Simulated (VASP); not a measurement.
# NaCuH3 (P1) in VASP: single point with PBE

Aim: the single point of NaCuH3 with PBE.

All numbers are computed with VASP 6.6.1; they aren't measurements. Logs are shortened: lines on timing, memory, paths and dates and some standing lists are left out, and cuts for length are marked.

## (1) The cell of the first run

The typed cell holds 10 atoms: a = 3.473 Å, b = 3.481 Å, c = 7.128 Å, α = 90.04°, β = 89.98°, γ = 90.02°.

## (2) Single point, PBE

Input file INCAR:

```
ALGO = Normal
EDIFF = 1E-6
ENCUT = 520
GGA = PE
ISIF = 2
ISMEAR = 0
LASPH = True
LCHARG = False
LREAL = False
LWAVE = False
NBANDS = 32
NELM = 80
PREC = Accurate
SIGMA = 0.2
```

Input file KPOINTS:

```
k-points
0
Gamma
  6 6 4
```

Input file POSCAR:

```
NaCuH3
1.0
    3.4734231322     -0.0005921291      0.0013403908
   -0.0005345457      3.4811318485     -0.0015225817
   -0.0005733760     -0.0014859850      7.1277091470
Na Cu H
2 2 6
Direct
    0.4999111409      0.4999777962      0.2499431329
    0.4998728210      0.5001057442      0.7501585810
    0.9991540993     -0.0001075183      0.4998624947
    1.0009833617     -0.0003202752      0.9999012423
    0.5010825770      0.0002899147      0.0002085654
    0.4990036364     -0.0003626581      0.4999815550
   -0.0014046882      0.4998482581      0.4999542508
    0.0019948749      0.5005250134      0.9998064452
   -0.0004724362     -0.0001889928      0.2500351571
   -0.0001253868      0.0002327177      0.7501485758
```

Potentials or basis: VASP PAW PBE potentials, release 64 (Na_pv, Cu, H).

Run with:

```bash
> cat potpaw_PBE.64/Na_pv/POTCAR potpaw_PBE.64/Cu/POTCAR potpaw_PBE.64/H/POTCAR > POTCAR
> mpirun -np 1 vasp_std > vasp.out
```

OUTCAR:

```text
EDIFF = 1E-6
   ENCUT = 520
   GGA = PE
   ISIF = 2
   ISMEAR = 0
   LASPH = True
   LREAL = False
   NELM = 80
   PREC = Accurate

 ion  position               nearest neighbor table
   1  0.500  0.500  0.250-
   2  0.500  0.500  0.750-
   3  0.999  1.000  0.500-   6 1.74   6 1.74   7 1.74   7 1.74   9 1.78  10 1.78
   4  0.001  1.000  1.000-   5 1.74   5 1.74   8 1.74   8 1.74  10 1.78   9 1.78
   5  0.501  0.000  0.000-   4 1.74   4 1.74
   6  0.499  1.000  0.500-   3 1.74   3 1.74
   7  0.999  0.500  0.500-   3 1.74   3 1.74
   8  0.002  0.501  1.000-   4 1.74   4 1.74
   9  1.000  1.000  0.250-   3 1.78   4 1.78
  10  1.000  0.000  0.750-   4 1.78   3 1.78

  LATTYP: Found a triclinic cell.
 ALAT       =     7.7692524136
 B/A-ratio  =     0.4470730588
 C/A-ratio  =     1.0207354407
 COS(alpha) =     0.0001322611
 COS(beta)  =     0.1965423255
 COS(gamma) =     0.8940008557

  Lattice vectors:

 A1 = (  -6.9463117187,  -3.4799475903,  -0.0011581999)
 A2 = (  -3.4734231322,   0.0005921291,  -0.0013403908)
 A3 = (   0.0011079217,  -3.4796458635,  -7.1261865653)

Analysis of symmetry for initial positions (statically):
=====================================================================
 Subroutine PRICEL returns:
 Original cell was already a primitive cell.

 Routine SETGRP: Setting up the symmetry group for a
 triclinic supercell.

 Subroutine GETGRP returns: Found  1 space group operations
 (whereof  1 operations were pure point group operations)
 out of a pool of  2 trial point group operations.

The static configuration has the point symmetry C_1 .

Analysis of symmetry for dynamics (positions and initial velocities):
=====================================================================
 Subroutine PRICEL returns:
 Original cell was already a primitive cell.

 Routine SETGRP: Setting up the symmetry group for a
 triclinic supercell.

 Subroutine GETGRP returns: Found  1 space group operations
 (whereof  1 operations were pure point group operations)
 out of a pool of  2 trial point group operations.

The dynamic configuration has the point symmetry C_1 .

 Subroutine INISYM returns: Found  1 space group operations
 (whereof  1 operations are pure point group operations),
 and found     1 'primitive' translations

----------------------------------------------------------------------------------------

                                     Primitive cell

  volume of cell :      86.1843

  direct lattice vectors                    reciprocal lattice vectors
     3.473423132 -0.000592129  0.001340391     0.287900425  0.000044219  0.000023169
    -0.000534546  3.481131849 -0.001522582     0.000048948  0.287262925  0.000059893
    -0.000573376 -0.001485985  7.127709147    -0.000054130  0.000061355  0.140297540

  length of vectors
     3.473423441  3.481132223  7.127709325     0.287900429  0.287262935  0.140297564

  position of ions in fractional coordinates (direct lattice)
     0.499911141  0.499977796  0.249943133
     0.499872821  0.500105744  0.750158581
     0.999154099  0.999892482  0.499862495
     0.000983362  0.999679725  0.999901242
     0.501082577  0.000289915  0.000208565
     0.499003636  0.999637342  0.499981555
     0.998595312  0.499848258  0.499954251
     0.001994875  0.500525013  0.999806445
     0.999527564  0.999811007  0.250035157
     0.999874613  0.000232718  0.750148576

  ion indices of the primitive-cell ions
   primitive index   ion index
                 1           1
                 2           2
                 3           3
                 4           4
                 5           5
                 6           6
                 7           7
                 8           8
                 9           9
                10          10

----------------------------------------------------------------------------------------

 KPOINTS: k-points

Automatic generation of k-mesh.
 Grid dimensions read from file:
 generate k-points for:    6    6    4

 Generating k-lattice:

  Cartesian coordinates                     Fractional coordinates (reciprocal lattice)
     0.047983404  0.000007370  0.000003861     0.166666667  0.000000000  0.000000000
     0.000008158  0.047877154  0.000009982    -0.000000000  0.166666667  0.000000000
    -0.000013533  0.000015339  0.035074385     0.000000000 -0.000000000  0.250000000

  Length of vectors
     0.047983405  0.047877156  0.035074391

  Shift w.r.t. Gamma in fractional coordinates (k-lattice)
     0.000000000  0.000000000  0.000000000

 Subroutine IBZKPT returns following result:
 ===========================================

 Found     76 irreducible k-points:

 Following reciprocal coordinates:
            Coordinates               Weight
  0.000000  0.000000  0.000000      1.000000
  0.166667 -0.000000  0.000000      2.000000
  0.333333 -0.000000 -0.000000      2.000000
  0.500000 -0.000000  0.000000      1.000000
 -0.000000  0.166667  0.000000      2.000000
  0.166667  0.166667  0.000000      2.000000
[... 16 lines left out ...]
  0.333333 -0.000000  0.250000      2.000000
  0.500000 -0.000000  0.250000      2.000000
 [... further k-points ...]
   k-points           NKPTS =     76   k-points in BZ     NKDIM =     76   number of bands    NBANDS=     32
   number of dos      NEDOS =    301   number of ions     NIONS =     10
   total plane-waves  NPLWV =  42336
   dimension x,y,z NGX =    28 NGY =   28 NGZ =   54
   dimension x,y,z NGXF=    56 NGYF=   56 NGZF=  108
   ions per type =               2   2   6
   NGX,Y,Z   is equivalent  to a cutoff of  13.40, 13.37, 12.59 a.u.
   NGXF,Y,Z  is equivalent  to a cutoff of  26.80, 26.74, 25.19 a.u.
 SYSTEM =  unknown system
   PREC   = accura    normal or accurate (medium, high low for compatibility)
   ISTART =      0    job   : 0-new  1-cont  2-samecut
   ICHARG =      2    charge: 1-file 2-atom 10-const
   ISPIN  =      1    spin polarized calculation?
   LNONCOLLINEAR =      F non collinear calculations
   LSORBIT =      F    spin-orbit coupling
   LASPH  =      T    aspherical Exc in radial PAW
   ENCUT  =  520.0 eV  38.22 Ry    6.18 a.u.   6.46  6.47 13.25*2*pi/ulx,y,z
   NELM   =     80;   NELMIN=  2; NELMDL= -5     # of ELM steps
   EDIFF  = 0.1E-05   stopping-criterion for ELM
   LREAL  =      F    real-space projection
   EDIFFG = 0.1E-04   stopping-criterion for IOM
   NSW    =      0    number of steps for IOM
   IBRION =     -1    ionic relax: 0-MD 1-quasi-New 2-CG
   NFREE  =      0    steps in history (QN), initial steepest desc. (CG)
   ISIF   =      2    stress and relaxation
   ISYM   =      2    0-nonsym 1-usesym 2-fastsym
   POTIM  = 0.5000    time-step for ionic-motion
   TEBEG  =    0.0;   TEEND  =   0.0 temperature during run
   PSTRESS=    0.0 pullay stress
   NELECT =      42.0000    total number of electrons
   NUPDOWN=      -1.0000    fix difference up-down
   EMIN   =  10.00;   EMAX   =-10.00  energy-range for DOS
   EFERMI =   0.00;   METHOD = LEGACY
   ISMEAR =     0;   SIGMA  =   0.20  broadening in eV -4-tet -1-fermi 0-gaus
   EFERMI_NEDOS =   21; number of points for ismear=-14 and -15
   IALGO  =     38    algorithm
   IMIX   =      4    mixing-type and parameters
     AMIX     =   0.40;   BMIX     =  1.00
     AMIX_MAG =   1.60;   BMIX_MAG =  1.00
  volume/ion in A,a.u.               =       8.62        58.16
  Fermi-wavevector in a.u.,A,eV,Ry     =   1.288295  2.434524 22.581634  1.659703
  Thomas-Fermi vector in A             =   2.420257
   LORBIT       =      0    0 simple, 1 ext, 2 COOP (PROOUT), +10 PAW based schemes
   GGA     = PE    functional components
   LHFCALC =     F    Hartree Fock is set to
   AEXX    =    0.0000 exact exchange contribution
   IVDW    =     0    specifies the selected vdW correction
   LEPSILON=     F    determine dielectric tensor
   LRPA    =     F    only Hartree local field effects (RPA)
 non-spin polarized calculation
 Gauss-broadening in eV      SIGMA  =   0.20
  energy-cutoff  :      520.00
  volume of cell :       86.18
 maximum number of plane-waves:      2340
 NGX is ok and might be reduce to    28
   NGX = 13   NGY = 13   NGZ = 27

 number of electron      42.0000024 magnetization

 Free energy of the ion-electron system (eV)
  ---------------------------------------------------
  ext. energy  EPLUGINS =         0.00000000
  ---------------------------------------------------
  free energy    TOTEN  =       -30.66226255 eV

  energy without entropy =      -30.64168423  energy(sigma->0) =      -30.65197339

 E-fermi :   3.1239     XC(G=0):  -9.8331

 val. band max:        3.0767244349   @ k =  -0.1667   0.1667  -0.0000
 cond. band min:       3.1409046252   @ k =   0.1667   0.1667   0.2500
 fundamental gap:      0.0641801902
 Fermi energy:         3.1238520183

 k-point     1 :       0.0000    0.0000    0.0000
  band No.  band energies     occupation
      1     -20.8137      2.00000
      2     -20.7715      2.00000
      3     -20.7650      2.00000
      4     -20.7647      2.00000
      5     -20.7617      2.00000
      6     -20.7614      2.00000
[... 24 lines left out ...]
     31      13.7329      0.00000
     32      13.7967      0.00000

 k-point     2 :       0.1667   -0.0000    0.0000
  band No.  band energies     occupation
      1     -20.8112      2.00000
      2     -20.7777      2.00000
      3     -20.7731      2.00000
      4     -20.7703      2.00000
      5     -20.7639      2.00000
      6     -20.7606      2.00000
[... 24 lines left out ...]
     31      13.9160      0.00000
     32      14.7143      0.00000
[... 733 lines left out ...]
     31      13.4460      0.00000
     32      14.4587      0.00000

 k-point    24 :       0.5000   -0.0000    0.2500
  band No.  band energies     occupation
      1     -20.8150      2.00000
      2     -20.8091      2.00000
      3     -20.7985      2.00000
      4     -20.7724      2.00000
      5     -20.7602      2.00000
      6     -20.7577      2.00000
[... 24 lines left out ...]
     31      12.9225      0.00000
     32      13.9663      0.00000

 [... further k-points ...]

------------------------ aborting loop because EDIFF is reached ----------------------------------------

  FORCE on cell =-STRESS in cart. coord.  units (eV):
  Direction    XX          YY          ZZ          XY          YZ          ZX
  --------------------------------------------------------------------------------------
  -------------------------------------------------------------------------------------
  Total        0.0218268     -0.0592170     -0.0132013      0.0076213      0.0158346     -0.0074676
  in kB        0.4057637     -1.1008514     -0.2454140      0.1416806      0.2943680     -0.1388235
  external PRESSURE =      -0.3135006 kB  Pullay stress =       0.0000000 kB

 VOLUME and BASIS-vectors are now :
 -----------------------------------------------------------------------------
  energy-cutoff  :      520.00
  volume of cell :       86.18
      direct lattice vectors                 reciprocal lattice vectors
     3.473423132 -0.000592129  0.001340391     0.287900425  0.000044219  0.000023169
    -0.000534546  3.481131849 -0.001522582     0.000048948  0.287262925  0.000059893
    -0.000573376 -0.001485985  7.127709147    -0.000054130  0.000061355  0.140297540

 POSITION                                       TOTAL-FORCE (eV/Angst)
 -----------------------------------------------------------------------------------
      1.73599      1.73982      1.78143         0.000552     -0.000805      0.000757
      1.73557      1.73952      5.34682         0.001530     -0.001073     -0.004205
      3.46966      3.47942      3.56269         0.000542     -0.000290      0.007867
      0.00231      3.47853      7.12548        -0.003939      0.017284      0.006208
      1.74047      0.00071      0.00216        -0.004856     -0.002057     -0.002595
      1.73243      3.47883      3.56287         0.004964      0.001973      0.000136
      3.46799      1.73870      3.56411         0.004983      0.000844      0.000338
      0.00609      1.74091      7.12557        -0.008366     -0.014879      0.002555
      3.47110      3.47951      1.78200         0.003677      0.001031     -0.004452
      3.47256     -0.00090      5.34818         0.000913     -0.002028     -0.006610
 -----------------------------------------------------------------------------------
    total drift:                               -0.000007      0.000027      0.000067

  FREE ENERGIE OF THE ION-ELECTRON SYSTEM (eV)
  ---------------------------------------------------
  free  energy   TOTEN  =       -30.6622625503 eV

  energy  without entropy=      -30.6416842291  energy(sigma->0) =      -30.65197339
```

It took 3 min on 1 thread of Intel Xeon 6975P-C, shared host; peak memory 0.31 GiB.

What came out:

```
Free energy            : -30.6623 eV
Pressure               : 0.0 GPa
Largest force          : 0.019 eV/Å
Band gap on the k mesh : zero (band 21 reaches 5.36 eV, above the bottom of band 22 at 0.56 eV)
```

Forces on the atoms (eV/Å):
```
Na   0.001 -0.001  0.001
Na   0.002 -0.001 -0.004
Cu   0.001  0.000  0.008
Cu  -0.004  0.017  0.006
H   -0.005 -0.002 -0.003
H    0.005  0.002  0.000
H    0.005  0.001  0.000
H   -0.008 -0.015  0.003
H    0.004  0.001 -0.004
H    0.001 -0.002 -0.007
```

Stress tensor (GPa, compression positive):
```
 0.04  0.01 -0.01
 0.01 -0.11  0.03
-0.01  0.03 -0.02
```

Levels at points of the mesh, in eV from the Fermi level:
| k point | band 19 | band 20 | band 21 | band 22 | band 23 | band 24 |
| --- | --- | --- | --- | --- | --- | --- |
| (0.00, 0.00, 0.00) | -3.18 | 1.77 | 2.05 | 2.48 | 4.56 | 5.06 |
| (0.50, 0.00, 0.00) | -3.33 | -3.19 | -2.47 | 2.31 | 3.34 | 6.20 |
| (0.00, 0.50, 0.00) | -3.33 | -3.19 | -2.47 | 2.33 | 3.33 | 6.19 |
| (0.50, 0.50, 0.00) | -3.47 | -3.46 | -3.41 | -2.42 | 0.97 | 3.46 |
| (0.00, 0.00, 0.50) | -1.19 | -1.19 | 2.24 | 2.24 | 5.66 | 5.66 |
| (0.50, 0.00, 0.50) | -3.21 | -3.20 | -0.20 | -0.20 | 4.74 | 4.74 |
| (0.00, 0.50, 0.50) | -3.21 | -3.20 | -0.21 | -0.20 | 4.73 | 4.73 |
| (0.50, 0.50, 0.50) | -3.47 | -3.46 | -2.56 | -2.56 | 3.22 | 3.22 |
